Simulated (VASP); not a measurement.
Set up this calculation in VASP 6.6.1, as the native input.

```yaml
Task: single point
Functional: LDA
Potentials_or_basis: VASP PAW LDA potentials, release 64 (Ir)
Cutoff: 520 eV
k_mesh: 22 × 22 × 22
Occupations: gaussian, width 0.15 eV
Spin: no spin polarisation
Dipole_correction: no
Further_INCAR_settings: ALGO = Normal; EDIFF = 1e-07; NBANDS = 10
```

The structure of Ir lies in POSCAR:

```
Ir
1.0
    0.0000000000      1.9197000000      2.0732760000
    1.9197000000      0.0000000000      2.0732760000
    1.9197000000      1.9197000000      0.0000000000
Ir
1
Direct
    0.0000000000      0.0000000000      0.0000000000
```

This cell differs from its parent crystal: strain +0.000 along x and y, +0.080 along z.

One way to write it, as run:

INCAR

```
PREC = Accurate
ENCUT = 520
EDIFF = 1E-7
ISMEAR = 0
SIGMA = 0.15
LREAL = False
LASPH = True
NELM = 80
ALGO = Normal
ISIF = 2
LWAVE = False
LCHARG = True
LELF = True
LVHAR = True
NBANDS = 10
```

KPOINTS

```
Automatic mesh
0
Gamma
  22 22 22
```

Potentials or basis: VASP PAW LDA potentials, release 64 (Ir).

Command:

```bash
$ cat potpaw_LDA.64/Ir/POTCAR > POTCAR
$ mpirun -np 1 vasp_std > vasp.out
```

It gave:

| Property | Result |
| --- | --- |
| Pressure | -28.2 GPa |

Caveat: the cell differs from its parent crystal (strain +0.000 along x and y, +0.080 along z).

Wall time 2.1 min on 1 thread of Intel Xeon 8259CL, with other jobs on the host, peak memory 0.25 GiB.
